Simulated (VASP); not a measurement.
Runs of VASP 6.6.1 on ZnCu. The structure is that of space group Pm-3m (No. 221), or close to it. The cells are those of the table. 

```tsv
cell	further INCAR settings	gap on the mesh (eV)	pressure (GPa)
a = 2.945, b = 3.078 Å, 2 atoms	ALGO = Fast; EDIFF = 1e-06; NBANDS = 18	none	-2.2
a = 2.945, b = 2.901 Å, 2 atoms	ALGO = Fast; EDIFF = 1e-07; NBANDS = 18	none	4.8
a = 2.945, b = 3.100 Å, 2 atoms	ALGO = Fast; EDIFF = 1e-06; NBANDS = 18	none	-2.9
a = 2.945, b = 2.768 Å, 2 atoms	ALGO = Fast; EDIFF = 1e-06; NBANDS = 18	none	(b)
a = 2.945, b = 3.122 Å, 2 atoms	ALGO = Fast; EDIFF = 1e-07; NBANDS = 18	none	(c)
a = 2.945, b = 2.989 Å, 2 atoms	ALGO = Fast; EDIFF = 1e-06; NBANDS = 18	none	1.4
a = 2.945, b = 2.812 Å, 2 atoms	ALGO = Fast; EDIFF = 1e-06; NBANDS = 18	none	9.8
a = 2.945, b = 3.033 Å, 2 atoms	ALGO = Fast; EDIFF = 1e-06; NBANDS = 18	none	(a)
```

Alike in all rows: task single point; level PBE; potentials or basis VASP PAW PBE potentials, release 64 (Zn, Cu); no spin polarisation; k mesh 16 × 16 × 16; cutoff (eV) 520; smearing gaussian 0.15 eV.

**Question.** Estimate the missing entries.

**Answer.** (a) -0.1; (b) 12.6; (c) -3.5.

Caveats: the cell stands under pressure (at least some runs); the cell stands under tension (at least some runs).

A gap of «none» marks levels without a gap at the run's occupations.
